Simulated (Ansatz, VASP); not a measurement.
# CoO: VASP beside Ansatz

```xyz
2
Lattice="0.0000 2.1745 2.1745 2.1745 0.0000 2.1745 2.1745 2.1745 0.0000" Properties=species:S:1:pos:R:3 pbc="T T T"
Co    0.0000    0.0000    0.0000
O     1.0872    1.0872    1.0872
```

Alike in both runs: functional PBEsol; k mesh 16 × 16 × 16; occupations gaussian, width 0.1 eV; collinear spin.

Ansatz relaxed the structure, and its values are those at the end. VASP's run is a single point on that final structure, the one shown.

|  | VASP | Ansatz |
| --- | --- | --- |
| version | VASP 6.6.1 | Ansatz 0.2.0 |
| potentials or method | VASP PAW PBE potentials, release 64 (Co, O), cutoff 520 eV | scalar-relativistic, plane waves, PAW |
| valence electrons in the cell | 15 | 23 |

Ansatz gave:

- gap on the k mesh at the Fermi level (eV): none
- pressure (GPa): 0.0
- net moment per atom (μB): 0.92
- size of the moment on the site where the two differ most (μB): 1.52

Problem. Which values does VASP return?

Solution. gap on the k mesh at the Fermi level (eV): none; pressure (GPa): -0.1; net moment per atom (μB): 0.91; size of the moment on the site where the two differ most (μB): 1.62.

VASP's potentials were made for PBE, not for PBEsol. Site moments also hang on the region over which each program counts them. A gap of «none» marks a metal or a gap that the smearing closes. VASP's potentials hold 15 valence electrons a cell and Ansatz's 23, so a difference there can come from the potentials and not from the codes.
